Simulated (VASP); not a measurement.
A run of VASP 6.6.1 is set up as follows.

File INCAR:

```
  ALGO = Normal
  EDIFF = 1E-6
  ENCUT = 520
  GGA = PE
  ISIF = 2
  ISMEAR = 0
  LASPH = T
  LCHARG = F
  LREAL = F
  LWAVE = F
  NBANDS = 36
  NELM = 100
  PREC = Accurate
  SIGMA = 0.1
```

The input KPOINTS:

```
k-points
0
Gamma
  8 8 8
```

POSCAR

```
Ta3As4
1.0
   -3.1845492381      3.1845492381      3.1845492381
    3.1845492381     -3.1845492381      3.1845492381
    3.1845492381      3.1845492381     -3.1845492381
Ta As
3 4
Direct
    0.0000000000      0.5000000000      0.5000000000
    0.5000000000      0.0000000000      0.5000000000
    0.5000000000      0.5000000000      0.0000000000
    0.5000000000      0.5000000000      0.5000000000
    0.0000000000      0.0000000000      0.5000000000
    0.0000000000      0.5000000000      0.0000000000
    0.5000000000      0.0000000000      0.0000000000
```

Potentials or basis: VASP PAW PBE potentials, release 64 (Ta_pv, As).

Command:

```sh
$ cat potpaw_PBE.64/Ta_pv/POTCAR potpaw_PBE.64/As/POTCAR > POTCAR
$ mpirun -np 1 vasp_std > vasp.out
```

(1) What does it give for the band gap on the k mesh?

(2) What does it give for the pressure?

Results:

(1) zero (an odd number of electrons rules out a gap without spin polarisation).

(2) 0.3 GPa.

Caveat: spin-orbit coupling is left out, which moves the levels of the heavy elements.
